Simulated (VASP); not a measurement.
# Ge (Im-3m) in VASP: notebook

Ge is run at these levels: PBE; tasks: single point, relaxation of cell and atoms.

Everything below comes from runs of VASP 6.6.1. Logs are shortened: lines on timing, memory, paths and dates and some standing lists are left out, and cuts for length are marked.

### Step 1. The cell of the first run

It takes space group Im-3m (No. 229, cubic). The conventional cell has a = 2.677 Å, b = 2.677 Å, c = 2.677 Å, α = 90.00°, β = 90.00°, γ = 90.00°. Within 3.1 Å of Ge (site symmetry m-3m) lie 14 Ge at 2.32 to 2.68 Å.

### Step 2. Single point, PBE

Contents of INCAR:

```
SYSTEM = Ge
  PREC = Accurate
  ENCUT = 520
  EDIFF = 1E-6
  ISMEAR = -1
  SIGMA = 0.05
  LREAL = .False.
  LASPH = .True.
  NELM = 100
  ALGO = Normal
  ISIF = 2
  LWAVE = .False.
  LCHARG = .False.
  GGA = PE
  NBANDS = 13
```

Contents of KPOINTS:

```
regular mesh
0
Gamma
  20 20 20
  0 0 0
```

Contents of POSCAR:

```
Ge
1.0
   -1.3383719715      1.3383719715      1.3383719715
    1.3383719715     -1.3383719715      1.3383719715
    1.3383719715      1.3383719715     -1.3383719715
Ge
1
Direct
    0.0000000000      0.0000000000      0.0000000000
```

Potentials or basis: VASP PAW PBE potentials, release 64 (Ge_d).

The run is started by

```sh
$ cat potpaw_PBE.64/Ge_d/POTCAR > POTCAR
$ mpirun -np 1 vasp_std > vasp.out
```

OUTCAR:

```text
SYSTEM = Ge
   PREC = Accurate
   ENCUT = 520
   EDIFF = 1E-6
   ISMEAR = -1
   LREAL = .False.
   LASPH = .True.
   NELM = 100
   ISIF = 2
   GGA = PE

 ion  position               nearest neighbor table
   1  0.000  0.000  0.000-

  LATTYP: Found a body centered cubic cell.
 ALAT       =     2.6767439430

  Lattice vectors:

 A1 = (  -1.3383719715,   1.3383719715,   1.3383719715)
 A2 = (   1.3383719715,  -1.3383719715,   1.3383719715)
 A3 = (   1.3383719715,   1.3383719715,  -1.3383719715)

Analysis of symmetry for initial positions (statically):
=====================================================================
 Subroutine PRICEL returns:
 Original cell was already a primitive cell.

 Routine SETGRP: Setting up the symmetry group for a
 body centered cubic supercell.

 Subroutine GETGRP returns: Found 48 space group operations
 (whereof 48 operations were pure point group operations)
 out of a pool of 48 trial point group operations.

The static configuration has the point symmetry O_h .

Analysis of symmetry for dynamics (positions and initial velocities):
=====================================================================
 Subroutine PRICEL returns:
 Original cell was already a primitive cell.

 Routine SETGRP: Setting up the symmetry group for a
 body centered cubic supercell.

 Subroutine GETGRP returns: Found 48 space group operations
 (whereof 48 operations were pure point group operations)
 out of a pool of 48 trial point group operations.

The dynamic configuration has the point symmetry O_h .

 Subroutine INISYM returns: Found 48 space group operations
 (whereof 48 operations are pure point group operations),
 and found     1 'primitive' translations

----------------------------------------------------------------------------------------

                                     Primitive cell

  volume of cell :       9.5894

  direct lattice vectors                    reciprocal lattice vectors
    -1.338371971  1.338371971  1.338371971     0.000000000  0.373588218  0.373588218
     1.338371971 -1.338371971  1.338371971     0.373588218  0.000000000  0.373588218
     1.338371971  1.338371971 -1.338371971     0.373588218  0.373588218  0.000000000

  length of vectors
     2.318128254  2.318128254  2.318128254     0.528333525  0.528333525  0.528333525

  position of ions in fractional coordinates (direct lattice)
     0.000000000  0.000000000  0.000000000
[... 72 lines left out ...]
   LSORBIT =      F    spin-orbit coupling
   LASPH  =      T    aspherical Exc in radial PAW
   ENCUT  =  520.0 eV  38.22 Ry    6.18 a.u.   4.31  4.31  4.31*2*pi/ulx,y,z
   NELM   =    100;   NELMIN=  2; NELMDL= -5     # of ELM steps
   EDIFF  = 0.1E-05   stopping-criterion for ELM
   LREAL  =      F    real-space projection
   EDIFFG = 0.1E-04   stopping-criterion for IOM
   NSW    =      0    number of steps for IOM
   IBRION =     -1    ionic relax: 0-MD 1-quasi-New 2-CG
   NFREE  =      0    steps in history (QN), initial steepest desc. (CG)
   ISIF   =      2    stress and relaxation
   ISYM   =      2    0-nonsym 1-usesym 2-fastsym
   POTIM  = 0.5000    time-step for ionic-motion
   TEBEG  =    0.0;   TEEND  =   0.0 temperature during run
   PSTRESS=    0.0 pullay stress
   NELECT =      14.0000    total number of electrons
   NUPDOWN=      -1.0000    fix difference up-down
   EMIN   =  10.00;   EMAX   =-10.00  energy-range for DOS
   EFERMI =   0.00;   METHOD = LEGACY
   ISMEAR =    -1;   SIGMA  =   0.05  broadening in eV -4-tet -1-fermi 0-gaus
   EFERMI_NEDOS =   21; number of points for ismear=-14 and -15
   IALGO  =     38    algorithm
   IMIX   =      4    mixing-type and parameters
     AMIX     =   0.40;   BMIX     =  1.00
     AMIX_MAG =   1.60;   BMIX_MAG =  1.00
  volume/ion in A,a.u.               =       9.59        64.71
  Fermi-wavevector in a.u.,A,eV,Ry     =   1.857180  3.509561 46.928096  3.449118
  Thomas-Fermi vector in A             =   2.905902
   LORBIT       =      0    0 simple, 1 ext, 2 COOP (PROOUT), +10 PAW based schemes
   GGA     = PE    functional components
[... 5 lines left out ...]
 non-spin polarized calculation
  energy-cutoff  :      520.00
  volume of cell :        9.59
 maximum number of plane-waves:       276
 NGX is ok and might be reduce to    18
   NGX =  9   NGY =  9   NGZ =  9

 number of electron      13.9999984 magnetization

 Free energy of the ion-electron system (eV)
  ---------------------------------------------------
  ext. energy  EPLUGINS =         0.00000000
  ---------------------------------------------------
  free energy    TOTEN  =        -0.69985616 eV

  energy without entropy =       -0.69757480  energy(sigma->0) =       -0.69871548

 E-fermi :  16.9651     XC(G=0): -15.1795

 val. band max:       16.9453825941   @ k =  -0.3500   0.3500   0.2500
 cond. band min:      16.9964224175   @ k =  -0.3000   0.4500   0.1000
 fundamental gap:      0.0510398234
 Fermi energy:        16.9650642735

 k-point     1 :       0.0000    0.0000    0.0000
  band No.  band energies     occupation
      1      -9.0943      2.00000
      2      -9.0943      2.00000
      3      -9.0943      2.00000
      4      -8.5825      2.00000
      5      -8.5825      2.00000
      6      -4.1551      2.00000
      7      36.0023      0.00000
      8      36.0023      0.00000
      9      36.0023      0.00000
     10      37.3469      0.00000
     11      37.3469      0.00000
     12      37.3469      0.00000
     13      38.8002      0.00000
[... 354 lines left out ...]
  band No.  band energies     occupation
      1      -9.2392      2.00000
      2      -9.1401      2.00000
      3      -8.6654      2.00000
      4      -8.6084      2.00000
      5      -8.5504      2.00000
      6       0.2062      2.00000
      7      17.7860      0.00000
      8      23.7733      0.00000
      9      27.4835      0.00000
     10      33.1837      0.00000
     11      36.5650      0.00000
     12      39.2776      0.00000
     13      46.6893      0.00000

 [... further k-points ...]
[... 5 lines left out ...]
  --------------------------------------------------------------------------------------
  -------------------------------------------------------------------------------------
  Total       13.1961829     13.1961829     13.1961829      0.0000000      0.0000000      0.0000000
  in kB     2204.7960361   2204.7960361   2204.7960361      0.0000000      0.0000000      0.0000000
  external PRESSURE =    2204.7960361 kB  Pullay stress =       0.0000000 kB

 VOLUME and BASIS-vectors are now :
 -----------------------------------------------------------------------------
  energy-cutoff  :      520.00
  volume of cell :        9.59
      direct lattice vectors                 reciprocal lattice vectors
    -1.338371971  1.338371971  1.338371971     0.000000000  0.373588218  0.373588218
     1.338371971 -1.338371971  1.338371971     0.373588218  0.000000000  0.373588218
     1.338371971  1.338371971 -1.338371971     0.373588218  0.373588218  0.000000000

 POSITION                                       TOTAL-FORCE (eV/Angst)
 -----------------------------------------------------------------------------------
      0.00000      0.00000      0.00000         0.000000     -0.000000      0.000000
 -----------------------------------------------------------------------------------
    total drift:                                0.000000      0.000000      0.000000

  FREE ENERGIE OF THE ION-ELECTRON SYSTEM (eV)
  ---------------------------------------------------
  free  energy   TOTEN  =        -0.6998561568 eV

  energy  without entropy=       -0.6975748028  energy(sigma->0) =       -0.69871548
```

OSZICAR:

```text
N       E                     dE             d eps       ncg     rms          rms(c)
DAV:   1     0.573028236047E+02    0.57303E+02   -0.63331E+03  7863   0.341E+03
DAV:   2     0.169070806332E+01   -0.55612E+02   -0.52562E+02  7101   0.389E+02
DAV:   3    -0.823654851751E+00   -0.25144E+01   -0.24937E+01  7517   0.554E+01
DAV:   4    -0.837181023042E+00   -0.13526E-01   -0.13525E-01  7666   0.400E+00
DAV:   5    -0.837234398552E+00   -0.53376E-04   -0.53373E-04  7594   0.255E-01    0.406E+00
DAV:   6    -0.758446243637E+00    0.78788E-01   -0.80974E-03  8223   0.199E+00    0.230E+00
DAV:   7    -0.700007832800E+00    0.58438E-01   -0.23089E-02  7837   0.207E+00    0.179E-01
DAV:   8    -0.699894712395E+00    0.11312E-03   -0.10639E-03  8229   0.111E+00    0.360E-02
DAV:   9    -0.699888574248E+00    0.61381E-05   -0.12047E-04  8321   0.291E-01    0.359E-02
DAV:  10    -0.699856327032E+00    0.32247E-04   -0.13715E-05  9153   0.884E-02    0.195E-03
DAV:  11    -0.699856156773E+00    0.17026E-06   -0.14823E-07  5013   0.726E-03
   1 F= -.69985616E+00 E0= -.69871548E+00  d E =-.228135E-02
```

stdout:

```text
POSCAR found type information on POSCAR Ge
 POSCAR found :  1 types and       1 ions
 scaLAPACK will be used
 LDA part: xc-table for (Slater+PW92), standard interpolation
 POSCAR, INCAR and KPOINTS ok, starting setup
 FFT: planning ... GRIDC
 FFT: planning ... GRID_SOFT
 FFT: planning ... GRID
 WAVECAR not read
 entering main loop
```

Run time: 27 s. Hardware: 1 thread of Intel Xeon 6975P-C, shared host; peak memory 0.14 GiB.

Results:

```yaml
Free_energy: -0.6999 eV
Pressure: 220.5 GPa
Band_gap_on_the_k_mesh: zero (band 7 reaches 36.00 eV, above the bottom of band 8 at 11.40 eV)
```

### Step 3. Single point, PBE

Contents of INCAR:

```
PREC     = Accurate       # precision mode
ENCUT    = 520            # plane-wave cutoff, eV
EDIFF    = 1E-7           # SCF threshold, eV
ISMEAR   = -1             # smearing method
SIGMA    = 0.05           # smearing width, eV
LREAL    = False          # projectors in reciprocal space
LASPH    = True           # aspherical terms in the spheres
NELM     = 80             # most SCF steps
ALGO     = Normal         # electronic algorithm
ISIF     = 2              # what is computed and relaxed
LWAVE    = False          # write WAVECAR
LCHARG   = True           # write CHGCAR
GGA      = PE             # functional
LELF     = True           # ELF
LVHAR    = True         
NBANDS   = 13             # bands
```

Contents of KPOINTS:

```
Automatic mesh
0
Gamma
  20 20 20
```

POSCAR is that of step 2.

Potentials or basis: VASP PAW PBE potentials, release 64 (Ge_d).

The run is started by

```sh
$ cat potpaw_PBE.64/Ge_d/POTCAR > POTCAR
$ mpirun -np 1 vasp_std > vasp.out
```

Run time: 27 s. Hardware: 1 thread of Intel Xeon 6975P-C, shared host; peak memory 0.14 GiB.

The run converged. Its results:

```
Free energy            : -0.6999 eV
Pressure               : 221.1 GPa
Band gap on the k mesh : zero (band 7 reaches 36.00 eV, above the bottom of band 8 at 11.40 eV)
```

Levels at points of the mesh, in eV from the Fermi level:
```tsv
k point	band 3	band 4	band 5	band 6	band 7	band 8	band 9	band 10	band 11	band 12
(0.00, 0.00, 0.00)	-26.06	-25.55	-25.55	-21.12	19.04	19.04	19.04	20.38	20.38	20.38
(0.50, 0.00, 0.00)	-25.57	-25.54	-25.23	-10.74	-9.04	8.12	10.13	12.54	15.71	29.53
(0.50, 0.50, 0.50)	-25.31	-25.31	-25.31	-1.56	-1.56	-1.56	3.51	3.51	4.24	34.85
```

### Step 4. Single point, PBE

This run uses another cell than the first one, of 19.16 Å³/atom, 1.998 times its volume.

Contents of INCAR:

```
SYSTEM = Ge
ALGO = Normal
EDIFF = 1E-7
ENCUT = 520
GGA = PE
ISIF = 2
ISMEAR = -1
LASPH = .True.
LCHARG = .True.
LELF = .True.
LREAL = .False.
LVHAR = .True.
LWAVE = .False.
NBANDS = 13
NELM = 60
PREC = Accurate
SIGMA = 0.05
```

Contents of KPOINTS:

```
k-points
0
Gamma
  20 20 20
  0 0 0
```

Contents of POSCAR:

```
Ge
1.0
   -1.6857979189      1.6857979189      1.6857979189
    1.6857979189     -1.6857979189      1.6857979189
    1.6857979189      1.6857979189     -1.6857979189
Ge
1
Direct
    0.0000000000      0.0000000000      0.0000000000
```

The run is started by

```sh
$ cat potpaw_PBE.64/Ge_d/POTCAR > POTCAR
$ mpirun -np 1 vasp_std > vasp.out
```

It took 29 s on 1 thread of Intel Xeon 6975P-C, shared host; peak memory 0.18 GiB.

The run converged. Its results:

* Free energy: -4.1817 eV
* Pressure: 0.0 GPa
* Band gap on the k mesh: zero (band 7 reaches 15.61 eV, above the bottom of band 8 at 3.68 eV)

Levels at points of the mesh, in eV from the Fermi level:
| k point | band 5 | band 6 | band 7 | band 8 | band 9 | band 10 |
| --- | --- | --- | --- | --- | --- | --- |
| (0.00, 0.00, 0.00) | -24.68 | -13.03 | 9.00 | 9.00 | 9.00 | 14.83 |
| (0.50, 0.00, 0.00) | -24.63 | -7.45 | -5.23 | 4.30 | 6.64 | 9.38 |
| (0.50, 0.50, 0.50) | -24.64 | -2.73 | -0.45 | -0.45 | -0.45 | 4.40 |

### Step 5. Relaxation of cell and atoms, PBE, target pressure 220 GPa, at which the enthalpy is minimised

Contents of INCAR:

```
SYSTEM = Ge
ALGO = Normal
EDIFF = 1E-6
EDIFFG = -0.005
ENCUT = 600
GGA = PE
IBRION = 2
ISIF = 3
ISMEAR = -1
LASPH = .True.
LCHARG = .False.
LREAL = .False.
LWAVE = .False.
NELM = 100
NSW = 32
PREC = Accurate
PSTRESS = 2200.0
SIGMA = 0.05
```

KPOINTS is that of step 4.

Contents of POSCAR:

```
Ge
1.0
   -1.3383719715      1.3383719715      1.3383719715
    1.3383719715     -1.3383719715      1.3383719715
    1.3383719715      1.3383719715     -1.3383719715
Ge
1
Direct
    0.0000000000      0.0000000000      0.0000000000
```

The run is started by

```sh
$ cat potpaw_PBE.64/Ge_d/POTCAR > POTCAR
$ mpirun -np 1 vasp_std > vasp.out
```

Wall time 50 s (1 thread of Intel Xeon 6975P-C, shared host); peak memory 0.16 GiB.

Results (log left out):

* Free energy: -0.7151 eV
* Relaxed volume: 9.60 Å³/atom
* Relaxed cell: a = 2.319 Å, b = 2.319 Å, c = 2.319 Å, α = 109.47°, β = 109.47°, γ = 109.47°
* Space group after relaxing (to 0.05 Å): Im-3m (No. 229)
* Energy change on relaxing (the enthalpy is what falls): -15.1 meV/atom
* Ionic steps: 3
* Pressure after relaxing: 220.0 GPa
* Band gap on the k mesh: zero (band 7 reaches 35.96 eV, above the bottom of band 8 at 11.37 eV)

The path:
| step | energy change (eV) | largest force (eV/Å) | pressure (GPa) | volume (Å³) |
| --- | --- | --- | --- | --- |
| 1 | 0.0000 | 0.0000 | 220.55 | 9.59 |
| 2 | -0.0626 | 0.0000 | 217.53 | 9.64 |
| 3 | -0.0151 | 0.0000 | 219.96 | 9.60 |

Final structure:
```cif
data_structure
_symmetry_space_group_name_H-M 'P 1'
_symmetry_Int_Tables_number 1
_cell_length_a 2.3190
_cell_length_b 2.3190
_cell_length_c 2.3190
_cell_angle_alpha 109.471
_cell_angle_beta 109.471
_cell_angle_gamma 109.471
_cell_volume 9.60
loop_
_atom_site_label
_atom_site_type_symbol
_atom_site_fract_x
_atom_site_fract_y
_atom_site_fract_z
_atom_site_occupancy
Ge1 Ge 0.00000 0.00000 0.00000 1
```

Levels at points of the mesh, in eV from the Fermi level:
```csv
k point,band 3,band 4,band 5,band 6,band 7,band 8,band 9,band 10,band 11
"(0.00, 0.00, 0.00)",-26.06,-25.54,-25.54,-21.10,19.01,19.01,19.01,20.38,20.38
"(0.50, 0.00, 0.00)",-25.57,-25.53,-25.23,-10.73,-9.04,8.11,10.12,12.53,15.70
"(0.50, 0.50, 0.50)",-25.30,-25.30,-25.30,-1.55,-1.55,-1.55,3.51,3.51,4.23
```

Caveat: the cell is relaxed towards a set pressure, so the enthalpy falls and the energy may rise.

### Step 6. Relaxation of cell and atoms, PBE, target pressure 220 GPa, at which the enthalpy is minimised

This run uses another cell than the first one, of 9.62 Å³/atom, 1.003 times its volume.

Contents of INCAR:

```
SYSTEM = Ge
  PREC = Accurate
  ENCUT = 600
  EDIFF = 1E-6
  ISMEAR = -1
  SIGMA = 0.05
  LREAL = .False.
  LASPH = .True.
  NELM = 80
  ALGO = Normal
  ISIF = 3
  LWAVE = .False.
  LCHARG = .False.
  GGA = PE
  IBRION = 2
  NSW = 60
  EDIFFG = -0.005
  PSTRESS = 2200.0
```

Contents of KPOINTS:

```
Automatic mesh
0
Gamma
  20 20 20
  0 0 0
```

Contents of POSCAR:

```
Ge
1.0
   -1.3398003464      1.3398003464      1.3398003464
    1.3398003464     -1.3398003464      1.3398003464
    1.3398003464      1.3398003464     -1.3398003464
Ge
1
Direct
    0.0000000000      0.0000000000      0.0000000000
```

Potentials or basis: VASP PAW PBE potentials, release 64 (Ge_d).

The run is started by

```sh
$ cat potpaw_PBE.64/Ge_d/POTCAR > POTCAR
$ mpirun -np 1 vasp_std > vasp.out
```

It took 68 s on 1 thread of Intel Xeon 6975P-C, shared host; peak memory 0.16 GiB.

Results (log left out):

* Free energy: -0.7207 eV
* Relaxed volume: 9.60 Å³/atom
* Relaxed cell: a = 2.319 Å, b = 2.319 Å, c = 2.319 Å, α = 109.47°, β = 109.47°, γ = 109.47°
* Space group after relaxing (to 0.05 Å): Im-3m (No. 229)
* Energy change on relaxing (the enthalpy is what falls): +21.5 meV/atom
* Ionic steps: 5
* Pressure after relaxing: 220.0 GPa
* Band gap on the k mesh: zero (band 7 reaches 35.94 eV, above the bottom of band 8 at 11.36 eV)

Step by step:
| step | energy change (eV) | largest force (eV/Å) | pressure (GPa) | volume (Å³) |
| --- | --- | --- | --- | --- |
| 1 | 0.0000 | 0.0000 | 217.93 | 9.62 |
| 2 | 0.2422 | 0.0000 | 233.55 | 9.45 |
| 3 | 0.0285 | 0.0000 | 220.33 | 9.60 |
| 4 | 0.0246 | 0.0000 | 220.15 | 9.60 |
| 5 | 0.0215 | 0.0000 | 219.97 | 9.60 |

Final structure:
```
Ge
1.0
    -1.33907    1.33907    1.33907
     1.33907   -1.33907    1.33907
     1.33907    1.33907   -1.33907
Ge
1
Cartesian
  0.0000 0.0000 0.0000
```

Levels at points of the mesh, in eV from the Fermi level:
```
           k point  band 3  band 4  band 5  band 6  band 7  band 8  band 9  band 10  band 11
(0.00, 0.00, 0.00)  -26.05  -25.54  -25.54  -21.10   19.01   19.01   19.01    20.38    20.38
(0.50, 0.00, 0.00)  -25.57  -25.53  -25.22  -10.73   -9.03    8.11   10.12    12.53    15.69
(0.50, 0.50, 0.50)  -25.30  -25.30  -25.30   -1.55   -1.55   -1.55    3.51     3.51     4.22
```

Caveat: the cell is relaxed towards a set pressure, so the enthalpy falls and the energy may rise.

### Step 7. Overview

| task | cell | cutoff (eV) | gap on the mesh (eV) | pressure (GPa) |
| --- | --- | --- | --- | --- |
| single point | a = 2.318 Å, angles 109.5°, 1 atom | 520 | none | 221.1 |
| single point | a = 2.920 Å, angles 109.5°, 1 atom | 520 | none | 0.0 |
| relaxation of cell and atoms | relaxed to 220 GPa from a = 2.318 Å, angles 109.5°, 1 atom | 600 | none | 220.0 |
| relaxation of cell and atoms | relaxed to 220 GPa from a = 2.321 Å, angles 109.5°, 1 atom | 600 | none | 220.0 |

Alike in all rows: level PBE; potentials or basis VASP PAW PBE potentials, release 64 (Ge_d); no spin polarisation; k mesh 20 × 20 × 20; smearing fermi-dirac 0.05 eV.

Caveats: the cell is relaxed towards a set pressure, so the enthalpy falls and the energy may rise (some runs).

Absolute energies hang on the potentials; compare differences alone.
